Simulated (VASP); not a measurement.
Here is a VASP 6.6.1 calculation.

Contents of POSCAR:

```
MgS
1.0
    0.0000000000      2.8704022176      2.8704022176
    2.8704022176      0.0000000000      2.8704022176
    2.8704022176      2.8704022176      0.0000000000
S Mg
1 1
Direct
    0.2500000000      0.2500000000      0.2500000000
    0.0000000000      0.0000000000      0.0000000000
```

INCAR.step1

```
PREC     = Accurate       # precision mode
ENCUT    = 520            # plane-wave cutoff, eV
EDIFF    = 1E-5           # SCF threshold, eV
ISMEAR   = -1             # smearing method
SIGMA    = 0.05           # smearing width, eV
LREAL    = False          # projectors in reciprocal space
LASPH    = True           # aspherical terms in the spheres
NELM     = 80             # most SCF steps
ALGO     = Normal         # electronic algorithm
ISIF     = 2              # what is computed and relaxed
LWAVE    = True           # write WAVECAR
NBANDS   = 11             # bands
GGA      = PE             # functional
```

The input INCAR.step2:

```
PREC     = Accurate       # precision mode
ENCUT    = 520            # plane-wave cutoff, eV
EDIFF    = 1E-7           # SCF threshold, eV
ISMEAR   = -1             # smearing method
SIGMA    = 0.05           # smearing width, eV
LREAL    = False          # projectors in reciprocal space
LASPH    = True           # aspherical terms in the spheres
NELM     = 80             # most SCF steps
ALGO     = Normal         # electronic algorithm
ISIF     = 2              # what is computed and relaxed
LWAVE    = False          # write WAVECAR
LCHARG   = True           # write CHGCAR
GGA      = PE             # functional
LHFCALC  = True           # exact exchange
HFSCREEN = 0.2079         # screening, 1/A
PRECFOCK = Normal       
LELF     = True           # ELF
LVHAR    = True         
NBANDS   = 11             # bands
ISTART   = 1
```

Contents of KPOINTS:

```
Automatic mesh
0
Gamma
  6 6 6
```

Potentials or basis: VASP PAW PBE potentials, release 64 (S, Mg).

Launch:

```sh
$ cat potpaw_PBE.64/S/POTCAR potpaw_PBE.64/Mg/POTCAR > POTCAR
$ cp INCAR.step1 INCAR
$ mpirun -np 1 vasp_std > vasp.out
$ cp INCAR.step2 INCAR
$ mpirun -np 1 vasp_std > vasp.out
```

(1) Predict the band gap on the k mesh.

(2) Estimate the pressure.

## Answers

(1) 4.29 eV.

(2) -2.4 GPa.

Caveat: the PAW data sets were made with another functional, which shifts forces and pressure a little.
